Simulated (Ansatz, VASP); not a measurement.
**MgC8 in VASP and in Ansatz**

```xyz
9
Lattice="6.3715 0.0000 0.0000 -3.1858 5.5179 0.0000 0.0000 0.0000 4.7376" Properties=species:S:1:pos:R:3 pbc="T T T"
Mg    0.0000    0.0000    2.3688
C     3.8434    0.0000    2.3688
C    -1.9217    3.3285    2.3688
C     1.2640    2.1894    2.3688
C     2.5281    0.0000    2.3688
C    -1.2640    2.1894    2.3688
C     1.9217    3.3285    2.3688
C     0.0000    3.6786    2.3688
C     3.1858    1.8393    2.3688
```

Alike in both runs: task relaxation of cell and atoms; functional PBE; k mesh 6 × 6 × 8; occupations gaussian, width 0.01 eV; no spin polarisation.

|  | VASP | Ansatz |
| --- | --- | --- |
| version | VASP 6.6.1 | Ansatz 0.2.0 |
| potentials or method | VASP PAW PBE potentials, release 64 (Mg, C), cutoff 600 eV | scalar-relativistic, plane waves, PAW |
| valence electrons in the cell | 34 | 42 |

Ansatz gave:

```
gap on the k mesh at the Fermi level, each at its own relaxed structure (eV) : none
relaxed volume (Å³/atom)                                                     : 23.44
relaxed cell length with the largest relative difference (Å)                 : 6.068
```

Task: Which values does VASP return?

Result: gap on the k mesh at the Fermi level, each at its own relaxed structure (eV): none; relaxed volume (Å³/atom): 20.83; relaxed cell length with the largest relative difference (Å): 5.402.

A gap of «none» marks a metal or a gap that the smearing closes. One of these differences is far larger than is usual between the two programs; its cause wasn't traced. VASP's potentials hold 34 valence electrons a cell and Ansatz's 42, so a difference there can come from the potentials and not from the codes. Ansatz's warnings: xc potential rough in thin density.
